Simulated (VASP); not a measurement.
RbAl2, 3 atoms in the cell. Symmetry: P4/mmm, No. 123, tetragonal system. Conventional cell: a = 5.216 Å, b = 5.216 Å, c = 4.811 Å, α = 90.00°, β = 90.00°, γ = 90.00°. Within 5.1 Å of Rb (site symmetry 4/mmm) lie 8 Al at 3.88 Å and 2 Rb at 4.81 Å. Al (site symmetry 4mm) has 2 Al at 2.39 to 2.42 Å within 3.2 Å. 

| Property | Result |
| --- | --- |
| Program | VASP 6.6.1 |
| Task | single point |
| Functional | PBE |
| Potentials or basis | VASP PAW PBE potentials, release 64 (Rb_sv, Al) |
| Cutoff | 520 eV |
| k mesh | 4 × 4 × 4 |
| Occupations | gaussian, width 0.1 eV |
| Spin | no spin polarisation |
| Dipole correction | no |
| Further INCAR settings | ALGO = Fast; EDIFF = 1e-06; NBANDS = 14 |

Potentials or basis: VASP PAW PBE potentials, release 64 (Rb_sv, Al).

Run with:

```sh
$ cat potpaw_PBE.64/Rb_sv/POTCAR potpaw_PBE.64/Al/POTCAR > POTCAR
$ mpirun -np 1 vasp_std > vasp.out
```

Hardware: 1 thread of Intel(R) Xeon(R) Platinum 8375C CPU @ 2.90GHz (Ice Lake), with other jobs on the host.

**Question.** Estimate the wall time of this run.

**Answer.** Wall time 25 s on 1 thread of Intel(R) Xeon(R) Platinum 8375C CPU @ 2.90GHz (Ice Lake), with other jobs on the host, peak memory 0.23 GiB. Counts: scf iterations 16, k points 18.
